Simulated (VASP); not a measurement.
# CaO (Fm-3m) in VASP: elastic constants with PBE

Aim: the elastic constants of CaO with PBE.

All numbers are computed with VASP 6.6.1; they aren't measurements. Logs are shortened: lines on timing, memory, paths and dates and some standing lists are left out, and cuts for length are marked.

## (1) The cell of the first run

It takes space group Fm-3m (No. 225, cubic). The conventional cell has a = 4.831 Å, b = 4.831 Å, c = 4.831 Å, α = 90.00°, β = 90.00°, γ = 90.00°. Within 3.2 Å of Ca (site symmetry m-3m) lie 6 O at 2.42 Å. Within 3.2 Å of O (site symmetry m-3m) lie 6 Ca at 2.42 Å.

## (2) Elastic constants, PBE

File INCAR:

```
PREC     = Accurate       # precision mode
ENCUT    = 600            # plane-wave cutoff, eV
EDIFF    = 1E-8           # SCF threshold, eV
ISMEAR   = 0              # smearing method
SIGMA    = 0.01           # smearing width, eV
LREAL    = False          # projectors in reciprocal space
LASPH    = True           # aspherical terms in the spheres
NELM     = 80             # most SCF steps
ALGO     = Normal         # electronic algorithm
ISIF     = 3              # what is computed and relaxed
LWAVE    = False          # write WAVECAR
LCHARG   = False          # write CHGCAR
GGA      = PE             # functional
NBANDS   = 15             # bands
IBRION   = 6              # ionic algorithm
NFREE    = 2            
POTIM    = 0.015          # step
NSW      = 1              # ionic steps
```

File KPOINTS:

```
Automatic mesh
0
Gamma
  8 8 8
```

File POSCAR:

```
CaO
1.0
    0.0000000000      2.4153924874      2.4153924874
    2.4153924874      0.0000000000      2.4153924874
    2.4153924874      2.4153924874      0.0000000000
Ca O
1 1
Direct
    0.5000000000      0.5000000000      0.5000000000
    0.0000000000      0.0000000000      0.0000000000
```

Potentials or basis: VASP PAW PBE potentials, release 64 (Ca_sv, O).

Command:

```console
cat potpaw_PBE.64/Ca_sv/POTCAR potpaw_PBE.64/O/POTCAR > POTCAR
mpirun -np 1 vasp_std > vasp.out
```

OUTCAR:

```text
PREC = Accurate
   ENCUT = 600
   EDIFF = 1E-8
   ISMEAR = 0
   LREAL = False
   LASPH = True
   NELM = 80
   ISIF = 3
   GGA = PE
   IBRION = 6
   NFREE = 2
   POTIM = 0.015
   NSW = 1

 ion  position               nearest neighbor table
   1  0.500  0.500  0.500-   2 2.42   2 2.42   2 2.42   2 2.42   2 2.42   2 2.42
   2  0.000  0.000  0.000-   1 2.42   1 2.42   1 2.42   1 2.42   1 2.42   1 2.42

  LATTYP: Found a face centered cubic cell.
 ALAT       =     4.8307849748

  Lattice vectors:

 A1 = (   0.0000000000,   2.4153924874,   2.4153924874)
 A2 = (   2.4153924874,   0.0000000000,   2.4153924874)
 A3 = (   2.4153924874,   2.4153924874,   0.0000000000)

Analysis of symmetry for initial positions (statically):
=====================================================================
 Subroutine PRICEL returns:
 Original cell was already a primitive cell.

 Routine SETGRP: Setting up the symmetry group for a
 face centered cubic supercell.

 Subroutine GETGRP returns: Found 48 space group operations
 (whereof 48 operations were pure point group operations)
 out of a pool of 48 trial point group operations.

The static configuration has the point symmetry O_h .

Analysis of symmetry for dynamics (positions and initial velocities):
=====================================================================
 Subroutine PRICEL returns:
 Original cell was already a primitive cell.

 Routine SETGRP: Setting up the symmetry group for a
 face centered cubic supercell.

 Subroutine GETGRP returns: Found 48 space group operations
 (whereof 48 operations were pure point group operations)
 out of a pool of 48 trial point group operations.

The dynamic configuration has the point symmetry O_h .

 Subroutine INISYM returns: Found 48 space group operations
 (whereof 48 operations are pure point group operations),
 and found     1 'primitive' translations

[... 355 lines left out ...]
     12       8.4528      0.00000
     13       9.9294      0.00000
     14       9.9310      0.00000
[... 401 lines left out ...]
      2     -17.0442      2.00000
      3     -16.4369      2.00000
      4     -16.3292      2.00000
      5     -12.3686      2.00000
      6       0.2358      2.00000
      7       1.1493      2.00000
      8       1.2282      2.00000
      9       8.9505      0.00000
     10       9.0324      0.00000
     11      10.9307      0.00000
     12      11.0877      0.00000
     13      12.3501      0.00000
     14      14.0355      0.00000
     15      15.8955      0.00000

 [... further k-points ...]
[... 5 lines left out ...]
  --------------------------------------------------------------------------------------
  -------------------------------------------------------------------------------------
  Total        0.0860123      0.0802573      0.0802573     -0.0000000      0.0000000      0.0000000
  in kB        4.8896547      4.5624917      4.5624917     -0.0000000      0.0000000      0.0000000
  external PRESSURE =       4.6715460 kB  Pullay stress =       0.0000000 kB
[... 17 lines left out ...]
  FREE ENERGIE OF THE ION-ELECTRON SYSTEM (eV)
  ---------------------------------------------------
  free  energy   TOTEN  =       -12.8072590250 eV

  energy  without entropy=      -12.8072590250  energy(sigma->0) =      -12.80725903

 INTERNAL STRAIN TENSORS FROM STRAINED CELLS
 ============================================

 INTERNAL STRAIN TENSOR FOR ION    1 for displacements in x,y,z  (eV/Angst):
          X           Y           Z          XY          YZ          ZX
  --------------------------------------------------------------------------------
  x    -0.00000     0.00000     0.00000    -0.00000    -0.00000     0.00000
  y     0.00000     0.00000     0.00000    -0.00000     0.00000     0.00000
  z    -0.00000    -0.00000    -0.00000    -0.00000    -0.00000     0.00000

 INTERNAL STRAIN TENSORS FROM DISPLACED ATOMS
 ============================================

 INTERNAL STRAIN TENSOR FOR ION    1 for displacements in x,y,z  (eV/Angst):
          X           Y           Z          XY          YZ          ZX
  --------------------------------------------------------------------------------
  x     0.00000     0.00000     0.00000     0.00000     0.00000     0.00000
  y     0.00000     0.00000     0.00000     0.00000     0.00000     0.00000
  z     0.00000     0.00000     0.00000     0.00000     0.00000     0.00000

 INTERNAL STRAIN TENSOR FOR ION    2 for displacements in x,y,z  (eV/Angst):
          X           Y           Z          XY          YZ          ZX
  --------------------------------------------------------------------------------
  x     0.00000     0.00000     0.00000     0.00000     0.00000     0.00000
  y     0.00000     0.00000     0.00000     0.00000     0.00000     0.00000
  z     0.00000     0.00000     0.00000     0.00000     0.00000     0.00000

 Eigenvectors and eigenvalues of the dynamical matrix
 ----------------------------------------------------

   1 f  =    7.852514 THz    49.338799 2PiTHz  261.931663 cm-1    32.475373 meV
             X         Y         Z           dx          dy          dz
      2.415392  2.415392  2.415392     0.000000   -0.534394   -0.000000
      0.000000  0.000000  0.000000    -0.000000    0.845236   -0.000000
[... 21 lines left out ...]
   6 f/i=    0.002257 THz     0.014181 2PiTHz    0.075287 cm-1     0.009334 meV
             X         Y         Z           dx          dy          dz
      2.415392  2.415392  2.415392    -0.353665   -0.570119   -0.514110
      0.000000  0.000000  0.000000    -0.223602   -0.360453   -0.325042

--------------------------------------------------------------------------------------------------------

 ELASTIC MODULI CONTR FROM IONIC RELAXATION (kBar)
 Direction    XX          YY          ZZ          XY          YZ          ZX
 --------------------------------------------------------------------------------
 XX           0.0000      0.0000      0.0000      0.0000      0.0000      0.0000
 YY           0.0000      0.0000      0.0000      0.0000      0.0000      0.0000
 ZZ           0.0000      0.0000      0.0000      0.0000      0.0000      0.0000
 XY           0.0000      0.0000      0.0000      0.0000      0.0000      0.0000
 YZ           0.0000      0.0000      0.0000      0.0000      0.0000      0.0000
 ZX           0.0000      0.0000      0.0000      0.0000      0.0000      0.0000
 --------------------------------------------------------------------------------

 TOTAL ELASTIC MODULI (kBar)
 Direction    XX          YY          ZZ          XY          YZ          ZX
 --------------------------------------------------------------------------------
 XX        2071.7671    568.1883    568.1883     -0.0000     -0.0000      0.0000
 YY         568.1883   2071.7671    568.1883      0.0000      0.0000      0.0000
 ZZ         568.1883    568.1883   2071.7671      0.0000      0.0000     -0.0000
 XY          -0.0000      0.0000      0.0000    751.2735      0.0000      0.0000
 YZ          -0.0000      0.0000      0.0000      0.0000    751.2735      0.0000
 ZX           0.0000      0.0000     -0.0000      0.0000      0.0000    751.2735
 --------------------------------------------------------------------------------
```

OSZICAR:

```text
N       E                     dE             d eps       ncg     rms          rms(c)
DAV:   1     0.118448041008E+03    0.11845E+03   -0.86166E+03   870   0.120E+03
DAV:   2    -0.829844993522E+01   -0.12675E+03   -0.11860E+03  1038   0.299E+02
DAV:   3    -0.143530748041E+02   -0.60546E+01   -0.60094E+01  1357   0.601E+01
[... 202 lines left out ...]
DAV:   4    -0.128072566159E+02    0.10931E-04   -0.22355E-04  2064   0.126E-01    0.231E-02
DAV:   5    -0.128072584705E+02   -0.18546E-05   -0.96276E-06  2064   0.296E-02    0.155E-02
DAV:   6    -0.128072589654E+02   -0.49490E-06   -0.46951E-06  2120   0.235E-02    0.192E-03
DAV:   7    -0.128072590221E+02   -0.56689E-07   -0.77424E-07  2183   0.749E-03    0.124E-03
DAV:   8    -0.128072590250E+02   -0.29379E-08   -0.23137E-08  2147   0.166E-03
  17 F= -.12807259E+02 E0= -.12807259E+02  d E =-.303033E-33
```

stdout:

```text
POSCAR found type information on POSCAR CaO
 POSCAR found :  2 types and       2 ions
 scaLAPACK will be used
 LDA part: xc-table for (Slater+PW92), standard interpolation
 POSCAR, INCAR and KPOINTS ok, starting setup
 FFT: planning ... GRIDC
 FFT: planning ... GRID_SOFT
 FFT: planning ... GRID
 WAVECAR not read
 entering main loop
 Found     2 degrees of freedom:
 Adding 6 more for cell shape distortion
 Finite differences POTIM= 0.01500 DOF=   8
 bond charge predicted
 Finite differences progress:
 bond charge predicted
 Finite differences progress:
 bond charge predicted
 Finite differences progress:
 bond charge predicted
 Finite differences progress:
 bond charge predicted
 Finite differences progress:
 bond charge predicted
 Finite differences progress:
 bond charge predicted
 Finite differences progress:
 bond charge predicted
 Finite differences progress:
 bond charge predicted
 Finite differences progress:
 bond charge predicted
 Finite differences progress:
 bond charge predicted
 Finite differences progress:
 bond charge predicted
 Finite differences progress:
 bond charge predicted
 Finite differences progress:
 bond charge predicted
 Finite differences progress:
 bond charge predicted
 Finite differences progress:
 bond charge predicted
 Finite differences progress:
```

It took 6.4 min on 1 thread of Intel Xeon Platinum 8488C (Sapphire Rapids), shared host; peak memory 0.28 GiB.

What came out:

```
Elastic constants C11, C12, C44                         : 207, 57, 75 GPa
Voigt bulk modulus                                      : 107 GPa
Highest phonon frequency at Γ, LO-TO splitting left out : 262 cm⁻¹
```

Phonon frequencies in cm⁻¹ (negative: imaginary):
```tsv
q point	frequencies
(0.000, 0.000, 0.000)	0 0 0 262 262 262
```

Elastic tensor in Voigt notation (GPa, in the Cartesian axes of the cell as first typed):
```
207  57  57   0   0   0
 57 207  57   0   0   0
 57  57 207   0   0   0
  0   0   0  75   0   0
  0   0   0   0  75   0
  0   0   0   0   0  75
```

Clamped-ion elastic tensor (GPa):
```
207  57  57   0   0   0
 57 207  57   0   0   0
 57  57 207   0   0   0
  0   0   0  75   0   0
  0   0   0   0  75   0
  0   0   0   0   0  75
```
